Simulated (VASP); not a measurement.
# TaN (P-6m2) in VASP: notebook

The runs below take TaN through single point, with PBEsol.

All numbers are computed with VASP 6.6.1; they aren't measurements. Logs are shortened: lines on timing, memory, paths and dates and some standing lists are left out, and cuts for length are marked.

### Step 1. The cell of the first run

It takes space group P-6m2 (No. 187, hexagonal). Conventional cell: a = 2.938 Å, b = 2.938 Å, c = 2.825 Å, α = 90.00°, β = 90.00°, γ = 120.00°. Within 2.9 Å of Ta (site symmetry -6m2) lie 6 N at 2.21 Å and 2 Ta at 2.83 Å. Within 2.9 Å of N (site symmetry -6m2) lie 6 Ta at 2.21 Å and 2 N at 2.83 Å.

### Step 2. Single point, PBEsol (zz strain of -2 %)

File INCAR:

```
  PREC = Accurate
  ENCUT = 520
  EDIFF = 1E-7
  ISMEAR = -1
  SIGMA = 0.02
  LREAL = False
  LASPH = True
  NELM = 80
  ALGO = Normal
  ISIF = 2
  LWAVE = False
  LCHARG = True
  GGA = PS
  LELF = True
  LVHAR = True
  NBANDS = 15
```

File KPOINTS:

```
regular mesh
0
Gamma
  12 12 10
```

File POSCAR:

```
TaN
1.0
    2.9379988584      0.0000000000      0.0000000000
   -1.4689994292      2.5443816477      0.0000000000
    0.0000000000      0.0000000000      2.8253400000
Ta N
1 1
Direct
    0.3333333333      0.6666666667      0.5000000000
    0.0000000000      0.0000000000      0.0000000000
```

Potentials or basis: VASP PAW PBE potentials, release 64 (Ta_pv, N).

Launch:

```console
$ cat potpaw_PBE.64/Ta_pv/POTCAR potpaw_PBE.64/N/POTCAR > POTCAR
$ mpirun -np 1 vasp_std > vasp.out
```

OUTCAR:

```text
PREC = Accurate
   ENCUT = 520
   EDIFF = 1E-7
   ISMEAR = -1
   LREAL = False
   LASPH = True
   NELM = 80
   ISIF = 2
   GGA = PS

 ion  position               nearest neighbor table
   1  0.333  0.667  0.500-   2 2.21   2 2.21   2 2.21   2 2.21   2 2.21   2 2.21
   2  0.000  0.000  0.000-   1 2.21   1 2.21   1 2.21   1 2.21   1 2.21   1 2.21

  LATTYP: Found a hexagonal cell.
 ALAT       =     2.9379988584
 C/A-ratio  =     0.9616545602

  Lattice vectors:

 A1 = (   2.9379988584,   0.0000000000,   0.0000000000)
 A2 = (  -1.4689994292,   2.5443816477,   0.0000000000)
 A3 = (   0.0000000000,   0.0000000000,   2.8253400000)

Analysis of symmetry for initial positions (statically):
=====================================================================
 Subroutine PRICEL returns:
 Original cell was already a primitive cell.

 Routine SETGRP: Setting up the symmetry group for a
 hexagonal supercell.

 Subroutine GETGRP returns: Found 12 space group operations
 (whereof 12 operations were pure point group operations)
 out of a pool of 24 trial point group operations.

The static configuration has the point symmetry D_3h.

Analysis of symmetry for dynamics (positions and initial velocities):
=====================================================================
 Subroutine PRICEL returns:
 Original cell was already a primitive cell.

 Routine SETGRP: Setting up the symmetry group for a
 hexagonal supercell.

 Subroutine GETGRP returns: Found 12 space group operations
 (whereof 12 operations were pure point group operations)
 out of a pool of 24 trial point group operations.

The dynamic configuration has the point symmetry D_3h.

 Subroutine INISYM returns: Found 12 space group operations
 (whereof 12 operations are pure point group operations),
 and found     1 'primitive' translations

----------------------------------------------------------------------------------------

                                     Primitive cell

  volume of cell :      21.1205

  direct lattice vectors                    reciprocal lattice vectors
     2.937998858  0.000000000  0.000000000     0.340367729  0.196511400  0.000000000
    -1.468999429  2.544381648  0.000000000     0.000000000  0.393022800  0.000000000
     0.000000000  0.000000000  2.825340000     0.000000000  0.000000000  0.353939703

  length of vectors
     2.937998858  2.937998858  2.825340000     0.393022800  0.393022800  0.353939703

  position of ions in fractional coordinates (direct lattice)
     0.333333333  0.666666667  0.500000000
     0.000000000  0.000000000  0.000000000

  ion indices of the primitive-cell ions
   primitive index   ion index
                 1           1
                 2           2

----------------------------------------------------------------------------------------

 KPOINTS: regular mesh

Automatic generation of k-mesh.
 Grid dimensions read from file:
 generate k-points for:   12   12   10

 Generating k-lattice:

  Cartesian coordinates                     Fractional coordinates (reciprocal lattice)
     0.028363977  0.016375950  0.000000000     0.083333333  0.000000000  0.000000000
     0.000000000  0.032751900  0.000000000     0.000000000  0.083333333  0.000000000
     0.000000000  0.000000000  0.035393970     0.000000000  0.000000000  0.100000000

  Length of vectors
     0.032751900  0.032751900  0.035393970

  Shift w.r.t. Gamma in fractional coordinates (k-lattice)
     0.000000000  0.000000000  0.000000000

 Subroutine IBZKPT returns following result:
 ===========================================

 Found    114 irreducible k-points:

 Following reciprocal coordinates:
            Coordinates               Weight
  0.000000  0.000000  0.000000      1.000000
  0.083333  0.000000  0.000000      6.000000
  0.166667  0.000000  0.000000      6.000000
  0.250000  0.000000  0.000000      6.000000
  0.333333  0.000000  0.000000      6.000000
  0.416667  0.000000  0.000000      6.000000
[... 16 lines left out ...]
  0.250000  0.000000  0.100000     12.000000
  0.333333  0.000000  0.100000     12.000000
 [... further k-points ...]
   k-points           NKPTS =    114   k-points in BZ     NKDIM =    114   number of bands    NBANDS=     15
   number of dos      NEDOS =    301   number of ions     NIONS =      2
   total plane-waves  NPLWV =  13824
   dimension x,y,z NGX =    24 NGY =   24 NGZ =   24
   dimension x,y,z NGXF=    48 NGYF=   48 NGZF=   48
   ions per type =               1   1
   NGX,Y,Z   is equivalent  to a cutoff of  13.58, 13.58, 14.12 a.u.
   NGXF,Y,Z  is equivalent  to a cutoff of  27.16, 27.16, 28.24 a.u.
 SYSTEM =  unknown system
   PREC   = accura    normal or accurate (medium, high low for compatibility)
   ISTART =      0    job   : 0-new  1-cont  2-samecut
   ICHARG =      2    charge: 1-file 2-atom 10-const
   ISPIN  =      1    spin polarized calculation?
   LNONCOLLINEAR =      F non collinear calculations
   LSORBIT =      F    spin-orbit coupling
   LASPH  =      T    aspherical Exc in radial PAW
   ENCUT  =  520.0 eV  38.22 Ry    6.18 a.u.   5.46  5.46  5.25*2*pi/ulx,y,z
   NELM   =     80;   NELMIN=  2; NELMDL= -5     # of ELM steps
   EDIFF  = 0.1E-06   stopping-criterion for ELM
   LREAL  =      F    real-space projection
   EDIFFG = 0.1E-05   stopping-criterion for IOM
   NSW    =      0    number of steps for IOM
   IBRION =     -1    ionic relax: 0-MD 1-quasi-New 2-CG
   NFREE  =      0    steps in history (QN), initial steepest desc. (CG)
   ISIF   =      2    stress and relaxation
   ISYM   =      2    0-nonsym 1-usesym 2-fastsym
   POTIM  = 0.5000    time-step for ionic-motion
   TEBEG  =    0.0;   TEEND  =   0.0 temperature during run
   PSTRESS=    0.0 pullay stress
   NELECT =      16.0000    total number of electrons
   NUPDOWN=      -1.0000    fix difference up-down
   EMIN   =  10.00;   EMAX   =-10.00  energy-range for DOS
   EFERMI =   0.00;   METHOD = LEGACY
   ISMEAR =    -1;   SIGMA  =   0.02  broadening in eV -4-tet -1-fermi 0-gaus
   EFERMI_NEDOS =   21; number of points for ismear=-14 and -15
   IALGO  =     38    algorithm
   IMIX   =      4    mixing-type and parameters
     AMIX     =   0.40;   BMIX     =  1.00
     AMIX_MAG =   1.60;   BMIX_MAG =  1.00
  volume/ion in A,a.u.               =      10.56        71.26
  Fermi-wavevector in a.u.,A,eV,Ry     =   1.492382  2.820193 30.302945  2.227204
  Thomas-Fermi vector in A             =   2.604917
   LORBIT       =      0    0 simple, 1 ext, 2 COOP (PROOUT), +10 PAW based schemes
   GGA     = PS    functional components
   LHFCALC =     F    Hartree Fock is set to
   AEXX    =    0.0000 exact exchange contribution
   IVDW    =     0    specifies the selected vdW correction
   LEPSILON=     F    determine dielectric tensor
   LRPA    =     F    only Hartree local field effects (RPA)
 non-spin polarized calculation
  energy-cutoff  :      520.00
  volume of cell :       21.12
 maximum number of plane-waves:       599
 NGX is ok and might be reduce to    24
   NGX = 11   NGY = 11   NGZ = 11

 number of electron      16.0000002 magnetization

 Free energy of the ion-electron system (eV)
  ---------------------------------------------------
  ext. energy  EPLUGINS =         0.00000000
  ---------------------------------------------------
  free energy    TOTEN  =       -23.79076324 eV

  energy without entropy =      -23.79069199  energy(sigma->0) =      -23.79072762

 E-fermi :   8.3914     XC(G=0): -13.6122

 val. band max:        8.2829500554   @ k =   0.0000   0.0000   0.4000
 cond. band min:       8.3990336303   @ k =   0.3333   0.3333   0.0000
 fundamental gap:      0.1160835748
 Fermi energy:         8.3914310833

 k-point     1 :       0.0000    0.0000    0.0000
  band No.  band energies     occupation
      1     -26.3512      2.00000
      2     -26.1584      2.00000
      3     -26.1584      2.00000
      4      -9.6052      2.00000
      5       3.4942      2.00000
      6       3.4942      2.00000
      7       4.0318      2.00000
      8       5.5056      2.00000
      9      10.5124      0.00000
     10      12.1180      0.00000
     11      12.1180      0.00000
     12      12.4546      0.00000
     13      12.4546      0.00000
     14      21.4839      0.00000
     15      21.8646      0.00000

 k-point     2 :       0.0833    0.0000    0.0000
  band No.  band energies     occupation
      1     -26.3416      2.00000
      2     -26.2361      2.00000
      3     -26.1748      2.00000
      4      -9.4559      2.00000
      5       3.0669      2.00000
      6       3.6081      2.00000
      7       4.2331      2.00000
      8       5.2955      2.00000
      9      11.0496      0.00000
     10      11.8020      0.00000
     11      12.1316      0.00000
     12      12.3815      0.00000
     13      12.6519      0.00000
     14      21.4534      0.00000
     15      21.8445      0.00000

 k-point     3 :       0.1667    0.0000    0.0000
  band No.  band energies     occupation
      1     -26.4430      2.00000
      2     -26.3153      2.00000
      3     -26.2193      2.00000
      4      -9.0450      2.00000
      5       2.1810      2.00000
      6       3.9137      2.00000
      7       4.6722      2.00000
      8       4.7826      2.00000
      9      11.0973      0.00000
     10      12.1880      0.00000
     11      12.2146      0.00000
     12      12.3146      0.00000
     13      13.0896      0.00000
     14      21.4088      0.00000
     15      21.8190      0.00000
[... 343 lines left out ...]
 k-point    23 :       0.2500    0.0000    0.1000
  band No.  band energies     occupation
      1     -26.7011      2.00000
      2     -26.3843      2.00000
      3     -26.2689      2.00000
      4      -8.3391      2.00000
      5       1.3533      2.00000
      6       3.5875      2.00000
      7       4.2314      2.00000
      8       5.5620      2.00000
      9      10.7448      0.00000
     10      11.0255      0.00000
     11      12.7961      0.00000
     12      13.4044      0.00000
     13      14.5924      0.00000
     14      21.2684      0.00000
     15      21.7960      0.00000

 k-point    24 :       0.3333    0.0000    0.1000
  band No.  band energies     occupation
      1     -26.9572      2.00000
      2     -26.3453      2.00000
      3     -26.3279      2.00000
      4      -7.8036      2.00000
      5       0.5757      2.00000
      6       3.3070      2.00000
      7       4.4760      2.00000
      8       5.5475      2.00000
      9      11.0540      0.00000
     10      11.3498      0.00000
     11      13.0494      0.00000
     12      13.4939      0.00000
     13      15.6063      0.00000
     14      21.4953      0.00000
     15      21.8307      0.00000

 [... further k-points ...]
[... 5 lines left out ...]
  --------------------------------------------------------------------------------------
  -------------------------------------------------------------------------------------
  Total       -0.1118510     -0.1118510      1.7775325      0.0000000     -0.0000000     -0.0000000
  in kB       -8.4848841     -8.4848841    134.8414905      0.0000000     -0.0000000     -0.0000000
  external PRESSURE =      39.2905741 kB  Pullay stress =       0.0000000 kB

 VOLUME and BASIS-vectors are now :
 -----------------------------------------------------------------------------
  energy-cutoff  :      520.00
  volume of cell :       21.12
      direct lattice vectors                 reciprocal lattice vectors
     2.937998858  0.000000000  0.000000000     0.340367729  0.196511400  0.000000000
    -1.468999429  2.544381648  0.000000000     0.000000000  0.393022800  0.000000000
     0.000000000  0.000000000  2.825340000     0.000000000  0.000000000  0.353939703

 POSITION                                       TOTAL-FORCE (eV/Angst)
 -----------------------------------------------------------------------------------
     -0.00000      1.69625      1.41267         0.000000      0.000000      0.000000
      0.00000      0.00000      0.00000         0.000000      0.000000      0.000000
 -----------------------------------------------------------------------------------
    total drift:                                0.000000     -0.000000     -0.000000

  FREE ENERGIE OF THE ION-ELECTRON SYSTEM (eV)
  ---------------------------------------------------
  free  energy   TOTEN  =       -23.7907632435 eV

  energy  without entropy=      -23.7906919947  energy(sigma->0) =      -23.79072762
```

It took 31 s on 1 thread of AMD EPYC 7R43 (Zen 3), shared host; peak memory 0.13 GiB.

Results:

| Property | Result |
| --- | --- |
| Free energy | -23.7908 eV |
| Pressure | 3.9 GPa |
| Band gap on the k mesh | zero (band 8 reaches 8.68 eV, above the bottom of band 9 at 8.22 eV) |

Caveat: the cell differs from its parent crystal (zz strain of -2 %); the PAW data sets were made with another functional, which shifts forces and pressure a little; spin-orbit coupling is left out, which moves the levels of the heavy elements.

### Step 3. Single point, PBEsol (volume scaled by 0.94)

File INCAR:

```
SYSTEM = TaN
  PREC = Accurate
  ENCUT = 520
  EDIFF = 1E-6
  ISMEAR = -1
  SIGMA = 0.02
  LREAL = .FALSE.
  LASPH = .TRUE.
  NELM = 100
  ALGO = Normal
  ISIF = 2
  LWAVE = .FALSE.
  LCHARG = .FALSE.
  GGA = PS
  NBANDS = 15
```

File KPOINTS:

```
Automatic mesh
0
G
  12 12 10
  0 0 0
```

File POSCAR:

```
TaN
1.0
    2.8780228691      0.0000000000      0.0000000000
   -1.4390114346      2.4924409174      0.0000000000
    0.0000000000      0.0000000000      2.8241467514
Ta N
1 1
Direct
    0.3333333333      0.6666666667      0.5000000000
    0.0000000000      0.0000000000      0.0000000000
```

Potentials or basis: VASP PAW PBE potentials, release 64 (Ta_pv, N).

Launch:

```console
$ cat potpaw_PBE.64/Ta_pv/POTCAR potpaw_PBE.64/N/POTCAR > POTCAR
$ mpirun -np 1 vasp_std > vasp.out
```

OUTCAR:

```text
SYSTEM = TaN
   PREC = Accurate
   ENCUT = 520
   EDIFF = 1E-6
   ISMEAR = -1
   LREAL = .FALSE.
   LASPH = .TRUE.
   NELM = 100
   ISIF = 2
   GGA = PS

 ion  position               nearest neighbor table
   1  0.333  0.667  0.500-   2 2.18   2 2.18   2 2.18   2 2.18   2 2.18   2 2.18
   2  0.000  0.000  0.000-   1 2.18   1 2.18   1 2.18   1 2.18   1 2.18   1 2.18

  LATTYP: Found a hexagonal cell.
 ALAT       =     2.8780228691
 C/A-ratio  =     0.9812801634

  Lattice vectors:

[... 618 lines left out ...]

------------------------ aborting loop because EDIFF is reached ----------------------------------------

  FORCE on cell =-STRESS in cart. coord.  units (eV):
  Direction    XX          YY          ZZ          XY          YZ          ZX
  --------------------------------------------------------------------------------------
  -------------------------------------------------------------------------------------
  Total        2.4742834      2.4742834      2.8318902     -0.0000000     -0.0000000      0.0000000
  in kB      195.6832490    195.6832490    223.9652421     -0.0000000     -0.0000000      0.0000000
  external PRESSURE =     205.1105801 kB  Pullay stress =       0.0000000 kB

 VOLUME and BASIS-vectors are now :
 -----------------------------------------------------------------------------
  energy-cutoff  :      520.00
  volume of cell :       20.26
      direct lattice vectors                 reciprocal lattice vectors
     2.878022869  0.000000000  0.000000000     0.347460755  0.200606561  0.000000000
    -1.439011435  2.492440917  0.000000000     0.000000000  0.401213121  0.000000000
     0.000000000  0.000000000  2.824146751     0.000000000  0.000000000  0.354089248

 POSITION                                       TOTAL-FORCE (eV/Angst)
 -----------------------------------------------------------------------------------
     -0.00000      1.66163      1.41207        -0.000000      0.000000      0.000000
      0.00000      0.00000      0.00000         0.000000     -0.000000      0.000000
 -----------------------------------------------------------------------------------
    total drift:                                0.000000     -0.000000     -0.000000

  FREE ENERGIE OF THE ION-ELECTRON SYSTEM (eV)
  ---------------------------------------------------
  free  energy   TOTEN  =       -23.7411498843 eV

  energy  without entropy=      -23.7410510758  energy(sigma->0) =      -23.74110048
```

OSZICAR:

```text
N       E                     dE             d eps       ncg     rms          rms(c)
DAV:   1     0.909229864438E+02    0.90923E+02   -0.88342E+03  3428   0.115E+03
DAV:   2    -0.233058900929E+02   -0.11423E+03   -0.10745E+03  4064   0.312E+02
DAV:   3    -0.260255155694E+02   -0.27196E+01   -0.27076E+01  4064   0.452E+01
DAV:   4    -0.260358274488E+02   -0.10312E-01   -0.10309E-01  4358   0.299E+00
DAV:   5    -0.260358805002E+02   -0.53051E-04   -0.53050E-04  4099   0.203E-01    0.270E+01
DAV:   6    -0.238180786540E+02    0.22178E+01   -0.34049E+00  4415   0.224E+01    0.118E+01
DAV:   7    -0.237741072259E+02    0.43971E-01   -0.57288E-01  3560   0.569E+00    0.772E+00
DAV:   8    -0.237483864495E+02    0.25721E-01   -0.11588E-01  4246   0.285E+00    0.156E+00
DAV:   9    -0.237412272070E+02    0.71592E-02   -0.14089E-02  3868   0.989E-01    0.166E-01
DAV:  10    -0.237412273301E+02   -0.12308E-06   -0.10836E-03  4204   0.389E-01    0.811E-02
DAV:  11    -0.237411492557E+02    0.78074E-04   -0.10523E-04  4036   0.113E-01    0.906E-03
DAV:  12    -0.237411499460E+02   -0.69029E-06   -0.12774E-05  3574   0.329E-02    0.557E-03
DAV:  13    -0.237411498843E+02    0.61604E-07   -0.50986E-08  1787   0.206E-03
   1 F= -.23741150E+02 E0= -.23741100E+02  d E =-.988085E-04
```

Wall time 11 s (1 thread of Intel Xeon 6975P-C (Granite Rapids), shared host); peak memory 0.16 GiB.

What came out:

```
Free energy            : -23.7411 eV
Pressure               : 20.5 GPa
Band gap on the k mesh : zero (band 8 reaches 9.17 eV, above the bottom of band 9 at 8.63 eV)
```

Stress tensor (GPa, compression positive):
```
19.57  0.00  0.00
 0.00 19.57  0.00
 0.00  0.00 22.40
```

Levels at points of the mesh, in eV from the Fermi level:
```
           k point  band 4  band 5  band 6  band 7  band 8  band 9  band 10  band 11  band 12  band 13
(0.00, 0.00, 0.00)  -18.31   -4.94   -4.94   -4.63   -3.08    2.59     3.79     3.79     4.24     4.24
(0.50, 0.00, 0.00)  -15.74   -8.76   -5.61   -3.87   -3.38    3.14     4.32     5.48     5.67     7.94
(0.00, 0.00, 0.50)  -15.25   -9.87   -4.07   -4.07   -0.22   -0.22     2.53     3.38     3.38     8.59
(0.50, 0.00, 0.50)  -16.22   -7.80   -6.54   -6.16   -0.31    4.51     5.76     6.55     7.59    10.95
```

Caveat: the PAW data sets were made with another functional, which shifts forces and pressure a little; spin-orbit coupling is left out, which moves the levels of the heavy elements.

(Continued in part 2 of 2.)
